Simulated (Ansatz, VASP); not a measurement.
# BN in VASP and in Ansatz

```
B N
1.0
     1.24430    0.71840    3.22410
    -1.24430    0.71840    3.22410
     0.00000   -1.43679    3.22410
B N
1 1
Cartesian
  0.0000 0.0000 9.6698
  0.0000 0.0000 3.2179
```

Alike in both runs: functional LDA; k mesh 12 × 12 × 12; no spin polarisation.

Ansatz relaxed the structure, and its values are those at the end. VASP's run is a single point on that final structure, the one shown.

|  | VASP | Ansatz |
| --- | --- | --- |
| version | VASP 6.6.1 | Ansatz 0.2.0 |
| potentials or method | VASP PAW LDA potentials, release 64 (B, N), cutoff 520 eV | scalar-relativistic, plane waves, PAW |
| occupations | gaussian, width 0.01 eV | fixed |
| valence electrons in the cell | 8 | 8 |

```csv
,VASP,Ansatz,Ansatz less VASP
gap on the k mesh at the Fermi level (eV),4.02,4.04,+0.017
least direct gap on the mesh (eV),4.61,4.61,+0.010
pressure (GPa),0.5,0.0,-0.47
```

LDA's correlation is that of Perdew and Zunger in VASP and of Perdew and Wang (1992) in Ansatz.
